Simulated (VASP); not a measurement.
Write the native input for VASP 6.6.1 that does the following.

* Task: single point
* Functional: LDA
* Potentials or basis: VASP PAW LDA potentials, release 64 (Si)
* Cutoff: 520 eV
* k mesh: 16 × 16 × 16
* Occupations: fermi-dirac, width 0.05 eV
* Spin: no spin polarisation
* Dipole correction: no
* Further INCAR settings: ALGO = Normal; EDIFF = 1e-06; NBANDS = 11

The structure of Si lies in POSCAR:

```
Si
1.0
   -2.2510000000      2.3685000000      1.3005000000
    2.2510000000     -2.3685000000      1.3005000000
    2.2510000000      2.3685000000     -1.3005000000
Si
2
Direct
    0.8070000000      0.5570000000      0.2500000000
    0.1930000000      0.4430000000      0.7500000000
```

This cell differs from its parent crystal: zz strain of +2 %.

One way to write it, as run:

INCAR

```
SYSTEM = Si
PREC = Accurate
ENCUT = 520
EDIFF = 1E-6
ISMEAR = -1
SIGMA = 0.05
LREAL = .FALSE.
LASPH = .TRUE.
NELM = 100
ALGO = Normal
ISIF = 2
LWAVE = .FALSE.
LCHARG = .FALSE.
NBANDS = 11
```

KPOINTS

```
regular mesh
0
G
  16 16 16
  0 0 0
```

Potentials or basis: VASP PAW LDA potentials, release 64 (Si).

Command:

```bash
$ cat potpaw_LDA.64/Si/POTCAR > POTCAR
$ mpirun -np 1 vasp_std > vasp.out
```

Results of the run:

```
Pressure               : 8.1 GPa
Largest force          : 0.039 eV/Å
Band gap on the k mesh : zero (bands 4 and 5 overlap by 7.54 eV)
```

Caveat: the cell differs from its parent crystal (zz strain of +2 %); the stress differs along the axes, from 6 to 11 GPa.

Run time: 2.4 min on 1 thread of AMD EPYC 7R13 Processor (Zen 3), with other jobs on the host, peak memory 0.22 GiB.
